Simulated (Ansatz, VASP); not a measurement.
**One calculation of MgI2, two programs**

```
CELL_PARAMETERS angstrom
4.15370 0.00000 0.00000
-2.07685 3.59721 0.00000
0.00000 0.00000 6.72476
ATOMIC_POSITIONS crystal
Mg 0.00000 0.00000 0.00000
I 0.33333 0.66667 0.75763
I 0.66667 0.33333 0.24237
```

Change from the starting cell: zz strain of -2 %, crystal datasets.

Alike in both runs: task electric field gradients; functional PBEsol; k mesh 7 × 7 × 4; occupations fermi-dirac, width 0.03 eV; no spin polarisation.

```csv
,VASP,Ansatz
version,VASP 6.6.1,Ansatz 0.2.0
potentials or method,"VASP PAW PBE potentials, release 64 (Mg, I), cutoff 520 eV","all-electron PAW with datasets made for the crystal, scalar-relativistic"
```

|  | VASP | Ansatz | Ansatz less VASP |
| --- | --- | --- | --- |
| gap on the k mesh at the Fermi level (eV) | 3.36 | 3.38 | +0.016 |
| pressure (GPa) | 0.4 | 0.4 | +0.02 |
| traceless stress, the component that is largest in VASP (GPa) | 0.63 | 0.63 | -0.006 |
| rms of the force components (eV/Å) | 0.052 | 0.054 | +0.0012 |
| size of Vzz on the site where it differs most (V/Å²) | 66.8 | 68.9 | +2.13 |

VASP's potentials were made for PBE, not for PBEsol. Atom by atom the forces differ by 0.001 eV/Å (rms over components). Ansatz ran all-electron here, and VASP with PAW potentials.

Spin-orbit coupling is off throughout.
